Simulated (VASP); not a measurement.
# Na (Im-3m) in VASP: notebook

Na is run at these levels: PBE0+D4, PBEsol; tasks: single point.

Everything below comes from runs of VASP 6.6.1. Logs are shortened: lines on timing, memory, paths and dates and some standing lists are left out, and cuts for length are marked.

## 1. The cell of the first run

The structure is cubic, space group Im-3m (No. 229). Conventional cell: a = 4.282 Å, b = 4.282 Å, c = 4.282 Å, α = 90.00°, β = 90.00°, γ = 90.00°. Within 4.9 Å of Na (site symmetry m-3m) lie 14 Na at 3.71 to 4.28 Å.

## 2. Single point, PBE0+D4

File POSCAR:

```
Na
1.0
   -2.1410000000      2.1410000000      2.1410000000
    2.1410000000     -2.1410000000      2.1410000000
    2.1410000000      2.1410000000     -2.1410000000
Na
1
Direct
    0.0000000000      0.0000000000      0.0000000000
```

File INCAR.step1:

```
SYSTEM = Na
  PREC = Accurate
  ENCUT = 400
  EDIFF = 1E-5
  ISMEAR = 1
  SIGMA = 0.1
  LREAL = .FALSE.
  LASPH = .TRUE.
  NELM = 120
  ALGO = Normal
  ISIF = 2
  LWAVE = .TRUE.
  NBANDS = 10
  GGA = PE
  GGA_COMPAT = .FALSE.
```

File INCAR.step2:

```
SYSTEM = Na
  PREC = Accurate
  ENCUT = 400
  EDIFF = 1E-6
  ISMEAR = 1
  SIGMA = 0.1
  LREAL = .FALSE.
  LASPH = .TRUE.
  NELM = 120
  ALGO = Normal
  ISIF = 2
  LWAVE = .FALSE.
  LCHARG = .TRUE.
  GGA = PE
  LHFCALC = .TRUE.
  AEXX = 0.25
  PRECFOCK = Normal
  IVDW = 13
  LELF = .TRUE.
  LVHAR = .TRUE.
  NBANDS = 10
  ISTART = 1
  GGA_COMPAT = .FALSE.
```

File KPOINTS:

```
regular mesh
0
G
  6 6 6
  0 0 0
```

Potentials or basis: VASP PAW PBE potentials, release 64 (Na_pv).

The run is started by

```bash
> cat potpaw_PBE.64/Na_pv/POTCAR > POTCAR
> cp INCAR.step1 INCAR
> mpirun -np 1 vasp_std > vasp.out
> cp INCAR.step2 INCAR
> mpirun -np 1 vasp_std > vasp.out
```

OUTCAR:

```text
SYSTEM = Na
   PREC = Accurate
   ENCUT = 400
   EDIFF = 1E-6
   ISMEAR = 1
   LREAL = .FALSE.
   LASPH = .TRUE.
   NELM = 120
   ISIF = 2
   GGA = PE
   LHFCALC = .TRUE.
   AEXX = 0.25
   PRECFOCK = Normal
   IVDW = 13
   ISTART = 1

 ion  position               nearest neighbor table
   1  0.000  0.000  0.000-

  LATTYP: Found a body centered cubic cell.
 ALAT       =     4.2820000000

  Lattice vectors:

 A1 = (  -2.1410000000,   2.1410000000,   2.1410000000)
 A2 = (   2.1410000000,  -2.1410000000,   2.1410000000)
 A3 = (   2.1410000000,   2.1410000000,  -2.1410000000)

Analysis of symmetry for initial positions (statically):
=====================================================================
 Subroutine PRICEL returns:
 Original cell was already a primitive cell.

 Routine SETGRP: Setting up the symmetry group for a
 body centered cubic supercell.

 Subroutine GETGRP returns: Found 48 space group operations
 (whereof 48 operations were pure point group operations)
 out of a pool of 48 trial point group operations.

The static configuration has the point symmetry O_h .

Analysis of symmetry for dynamics (positions and initial velocities):
=====================================================================
 Subroutine PRICEL returns:
 Original cell was already a primitive cell.

 Routine SETGRP: Setting up the symmetry group for a
 body centered cubic supercell.

 Subroutine GETGRP returns: Found 48 space group operations
 (whereof 48 operations were pure point group operations)
 out of a pool of 48 trial point group operations.

The dynamic configuration has the point symmetry O_h .

 Subroutine INISYM returns: Found 48 space group operations
 (whereof 48 operations are pure point group operations),
 and found     1 'primitive' translations

----------------------------------------------------------------------------------------

                                     Primitive cell

  volume of cell :      39.2564

  direct lattice vectors                    reciprocal lattice vectors
    -2.141000000  2.141000000  2.141000000     0.000000000  0.233535731  0.233535731
     2.141000000 -2.141000000  2.141000000     0.233535731  0.000000000  0.233535731
     2.141000000  2.141000000 -2.141000000     0.233535731  0.233535731  0.000000000

  length of vectors
     3.708320779  3.708320779  3.708320779     0.330269398  0.330269398  0.330269398

  position of ions in fractional coordinates (direct lattice)
     0.000000000  0.000000000  0.000000000

  ion indices of the primitive-cell ions
   primitive index   ion index
                 1           1

----------------------------------------------------------------------------------------

 KPOINTS: regular mesh

Automatic generation of k-mesh.
 Grid dimensions read from file:
 generate k-points for:    6    6    6

 Generating k-lattice:

  Cartesian coordinates                     Fractional coordinates (reciprocal lattice)
     0.000000000  0.038922622  0.038922622     0.166666667  0.000000000  0.000000000
     0.038922622  0.000000000  0.038922622     0.000000000  0.166666667  0.000000000
     0.038922622  0.038922622  0.000000000     0.000000000  0.000000000  0.166666667

  Length of vectors
     0.055044900  0.055044900  0.055044900

  Shift w.r.t. Gamma in fractional coordinates (k-lattice)
     0.000000000  0.000000000  0.000000000

 Subroutine IBZKPT returns following result:
 ===========================================

 Found     16 irreducible k-points:

 Following reciprocal coordinates:
            Coordinates               Weight
  0.000000  0.000000  0.000000      1.000000
  0.166667  0.000000  0.000000     12.000000
  0.333333  0.000000  0.000000     12.000000
  0.500000  0.000000  0.000000      6.000000
  0.166667  0.166667  0.000000     24.000000
  0.333333  0.166667  0.000000     48.000000
[... 8 lines left out ...]
  0.500000  0.500000  0.333333     12.000000
  0.500000  0.500000  0.500000      1.000000
   k-points           NKPTS =     16   k-points in BZ     NKDIM =    216   number of bands    NBANDS=     10
   number of dos      NEDOS =    301   number of ions     NIONS =      1
   total plane-waves  NPLWV =  13824
   dimension x,y,z NGX =    24 NGY =   24 NGZ =   24
   dimension x,y,z NGXF=    48 NGYF=   48 NGZF=   48
   ions per type =               1
   NGX,Y,Z   is equivalent  to a cutoff of  10.76, 10.76, 10.76 a.u.
   NGXF,Y,Z  is equivalent  to a cutoff of  21.52, 21.52, 21.52 a.u.
 SYSTEM =  Na
   PREC   = accura    normal or accurate (medium, high low for compatibility)
   ISTART =      1    job   : 0-new  1-cont  2-samecut
   ICHARG =      0    charge: 1-file 2-atom 10-const
   ISPIN  =      1    spin polarized calculation?
   LNONCOLLINEAR =      F non collinear calculations
   LSORBIT =      F    spin-orbit coupling
   LASPH  =      T    aspherical Exc in radial PAW
   ENCUT  =  400.0 eV  29.40 Ry    5.42 a.u.   6.05  6.05  6.05*2*pi/ulx,y,z
   NELM   =    120;   NELMIN=  2; NELMDL=  0     # of ELM steps
   EDIFF  = 0.1E-05   stopping-criterion for ELM
   LREAL  =      F    real-space projection
   EDIFFG = 0.1E-04   stopping-criterion for IOM
   NSW    =      0    number of steps for IOM
   IBRION =     -1    ionic relax: 0-MD 1-quasi-New 2-CG
   NFREE  =      0    steps in history (QN), initial steepest desc. (CG)
   ISIF   =      2    stress and relaxation
   ISYM   =      3    0-nonsym 1-usesym 2-fastsym
   POTIM  = 0.5000    time-step for ionic-motion
   TEBEG  =    0.0;   TEEND  =   0.0 temperature during run
   PSTRESS=    0.0 pullay stress
   NELECT =       7.0000    total number of electrons
   NUPDOWN=      -1.0000    fix difference up-down
   EMIN   =  10.00;   EMAX   =-10.00  energy-range for DOS
   EFERMI =   0.00;   METHOD = LEGACY
   ISMEAR =     1;   SIGMA  =   0.10  broadening in eV -4-tet -1-fermi 0-gaus
   EFERMI_NEDOS =   21; number of points for ismear=-14 and -15
   IALGO  =     38    algorithm
   IMIX   =      1    mixing-type and parameters
     AMIX     =   0.40;   BMIX     =  1.00
     AMIX_MAG =   1.60;   BMIX_MAG =  1.00
  volume/ion in A,a.u.               =      39.26       264.91
  Fermi-wavevector in a.u.,A,eV,Ry     =   0.921448  1.741284 11.552251  0.849066
  Thomas-Fermi vector in A             =   2.046866
   LORBIT       =      0    0 simple, 1 ext, 2 COOP (PROOUT), +10 PAW based schemes
   GGA     = PE    functional components
   LHFCALC =     T    Hartree Fock is set to
   PRECFOCK=normal    Normal, Fast or Accurate (Low or Medium for compatibility)
   ENCUT4O =  -1.0   cutoff for four orbital integrals eV
   NKREDX  =     1    reduce k-point grid by
   NKREDY  =     1    reduce k-point grid by
   NKREDZ  =     1    reduce k-point grid by
   AEXX    =    0.2500 exact exchange contribution
   HFSCREEN=    0.0000 screening length (either q_TF or 0.3 A-1)
   HFSCREENC=   0.0000 screening length for correlation (either q_TF or 0.3 A-1)
   ENCUTFOCK=  -1.0 apply spherical cutoff to Coloumb kernel
   IVDW    =    13    specifies the selected vdW correction
   LEPSILON=     F    determine dielectric tensor
   LRPA    =     F    only Hartree local field effects (RPA)
 non-spin polarized calculation
 Methfessel and Paxton  Order N= 1 SIGMA  =   0.10
  energy-cutoff  :      400.00
  volume of cell :       39.26
 maximum number of plane-waves:       727
  NGX = 20; NGY = 20; NGZ = 20

 number of electron       6.9999970 magnetization

 Free energy of the ion-electron system (eV)
  ---------------------------------------------------
  ext. energy  EPLUGINS =         0.00000000
  ---------------------------------------------------
  free energy    TOTEN  =        -1.51445515 eV

  energy without entropy =       -1.50828911  energy(sigma->0) =       -1.51239980

 E-fermi :   0.2489     XC(G=0):  -5.0300

 val. band max:       -0.5439893452   @ k =   0.1667   0.1667   0.1667
 cond. band min:       0.2563407467   @ k =   0.3333   0.1667   0.0000
 fundamental gap:      0.8003300918
 Fermi energy:         0.2489329909

 k-point     1 :       0.0000    0.0000    0.0000
  band No.  band energies     occupation
      1     -28.1963      2.00000
      2     -28.1963      2.00000
      3     -28.1963      2.00000
      4      -3.9944      2.00000
      5      12.5107      0.00000
      6      12.5107      0.00000
      7      12.5107      0.00000
      8      13.4445      0.00000
      9      13.4445      0.00000
     10      13.9195      0.00000

 k-point     2 :       0.1667    0.0000    0.0000
  band No.  band energies     occupation
      1     -28.2034      2.00000
      2     -28.1986      2.00000
      3     -28.1963      2.00000
      4      -3.4211      2.00000
      5       8.8442      0.00000
      6      10.8221      0.00000
      7      11.3321      0.00000
      8      11.6498      0.00000
      9      12.5069      0.00000
     10      14.4814      0.00000

 k-point     3 :       0.3333    0.0000    0.0000
  band No.  band energies     occupation
      1     -28.2169      2.00000
      2     -28.2029      2.00000
      3     -28.1960      2.00000
      4      -1.6703      2.00000
      5       4.9278      0.00000
      6       9.4754      0.00000
      7      10.2708      0.00000
      8      10.4115      0.00000
      9      11.5164      0.00000
     10      15.6312      0.00000

 k-point     4 :       0.5000    0.0000    0.0000
  band No.  band energies     occupation
      1     -28.2239      2.00000
      2     -28.2054      2.00000
      3     -28.1959      2.00000
      4       1.2802     -0.00000
      5       1.8161     -0.00000
      6       9.0197      0.00000
      7       9.9094      0.00000
      8       9.9985      0.00000
      9      11.0960      0.00000
     10      16.8440      0.00000
[... 118 lines left out ...]
 k-point    14 :      -0.3333    0.3333    0.3333
  band No.  band energies     occupation
      1     -28.2142      2.00000
      2     -28.2105      2.00000
      3     -28.2105      2.00000
      4       1.0052     -0.00000
      5       6.2783      0.00000
      6       6.5059      0.00000
      7       6.5059      0.00000
      8       8.1703      0.00000
      9      12.4201      0.00000
     10      16.1423      0.00000

 k-point    15 :       0.5000    0.5000    0.3333
  band No.  band energies     occupation
      1     -28.2176      2.00000
      2     -28.2129      2.00000
      3     -28.2108      2.00000
      4       3.2269      0.00000
      5       3.7581      0.00000
      6       6.0893      0.00000
      7       6.6342      0.00000
      8       8.6189      0.00000
      9      10.2298      0.00000
     10      16.2096      0.00000

 k-point    16 :       0.5000    0.5000    0.5000
  band No.  band energies     occupation
      1     -28.2153      2.00000
      2     -28.2153      2.00000
      3     -28.2153      2.00000
      4       5.3363      0.00000
      5       5.3363      0.00000
      6       5.6736      0.00000
      7       5.6736      0.00000
      8       5.6736      0.00000
      9       8.4151      0.00000
     10      20.1113      0.00000

------------------------ aborting loop because EDIFF is reached ----------------------------------------

  DFT-D4 for vdW energy calculation

  Edisp (eV):   -0.01240

  FORCE on cell =-STRESS in cart. coord.  units (eV):
  Direction    XX          YY          ZZ          XY          YZ          ZX
  --------------------------------------------------------------------------------------
  -------------------------------------------------------------------------------------
  Total      -0.10668    -0.10668    -0.10668    -0.00000     0.00000    -0.00000
  in kB      -4.35384    -4.35384    -4.35384    -0.00000     0.00000    -0.00000
  external pressure =       -4.35 kB  Pullay stress =        0.00 kB

 VOLUME and BASIS-vectors are now :
 -----------------------------------------------------------------------------
  energy-cutoff  :      400.00
  volume of cell :       39.26
      direct lattice vectors                 reciprocal lattice vectors
    -2.141000000  2.141000000  2.141000000     0.000000000  0.233535731  0.233535731
     2.141000000 -2.141000000  2.141000000     0.233535731  0.000000000  0.233535731
     2.141000000  2.141000000 -2.141000000     0.233535731  0.233535731  0.000000000

 POSITION                                       TOTAL-FORCE (eV/Angst)
 -----------------------------------------------------------------------------------
      0.00000      0.00000      0.00000         0.000000      0.000000     -0.000000
 -----------------------------------------------------------------------------------
    total drift:                                0.000000     -0.000000     -0.000000

  FREE ENERGIE OF THE ION-ELECTRON SYSTEM (eV)
  ---------------------------------------------------
  free  energy   TOTEN  =        -1.5268594567 eV

  energy  without entropy=       -1.5206934122  energy(sigma->0) =       -1.52480411
```

Wall time 2.5 min (1 thread of AMD EPYC 7R13 (Zen 3), shared host); peak memory 0.11 GiB.

Results:

```yaml
Free_energy: -1.5269 eV
Pressure: -0.4 GPa
Band_gap_on_the_k_mesh: zero (an odd number of electrons rules out a gap without spin polarisation)
Dispersion_energy_per_atom: -0.012 eV
```

Levels at points of the mesh, in eV from the Fermi level:
| k point | band 1 | band 2 | band 3 | band 4 | band 5 | band 6 | band 7 |
| --- | --- | --- | --- | --- | --- | --- | --- |
| (0.00, 0.00, 0.00) | -28.45 | -28.45 | -28.45 | -4.24 | 12.26 | 12.26 | 12.26 |
| (0.50, 0.00, 0.00) | -28.47 | -28.45 | -28.44 | 1.03 | 1.57 | 8.77 | 9.66 |
| (0.50, 0.50, 0.50) | -28.46 | -28.46 | -28.46 | 5.09 | 5.09 | 5.42 | 5.42 |

Caveat: the PAW data sets were made with another functional, which shifts forces and pressure a little.

## 3. Single point, PBEsol

This run uses another cell than the first one, of 15.97 Å³/atom.

File INCAR:

```
SYSTEM = Na
PREC = Accurate ; ENCUT = 520
EDIFF = 1E-7 ; ISMEAR = -1
SIGMA = 0.05 ; LREAL = .False.
LASPH = .True. ; NELM = 60
ALGO = Normal ; ISIF = 2
LWAVE = .False. ; LCHARG = .False.
GGA = PS ; NBANDS = 10
```

File KPOINTS:

```
regular mesh
0
Gamma
  9 9 9
  0 0 0
```

File POSCAR:

```
Na
1.0
   -1.5865280343      1.5865280343      1.5865280343
    1.5865280343     -1.5865280343      1.5865280343
    1.5865280343      1.5865280343     -1.5865280343
Na
1
Direct
    0.0000000000      0.0000000000      0.0000000000
```

Potentials or basis: VASP PAW PBE potentials, release 64 (Na_pv).

The run is started by

```bash
> cat potpaw_PBE.64/Na_pv/POTCAR > POTCAR
> mpirun -np 1 vasp_std > vasp.out
```

It took 5.8 s on 1 thread of AMD EPYC 7R13, shared host; peak memory 0.09 GiB.

Results (log left out):

```
Free energy            : -0.4294 eV
Pressure               : 30.2 GPa
Band gap on the k mesh : zero (an odd number of electrons rules out a gap without spin polarisation)
```

Levels at points of the mesh, in eV from the Fermi level:
```
           k point  band 1  band 2  band 3  band 4  band 5  band 6  band 7  band 8
(0.00, 0.00, 0.00)  -24.86  -24.86  -24.86   -5.56   18.21   18.21   18.21   19.98
```

Caveat: the cell stands under pressure; the PAW data sets were made with another functional, which shifts forces and pressure a little.
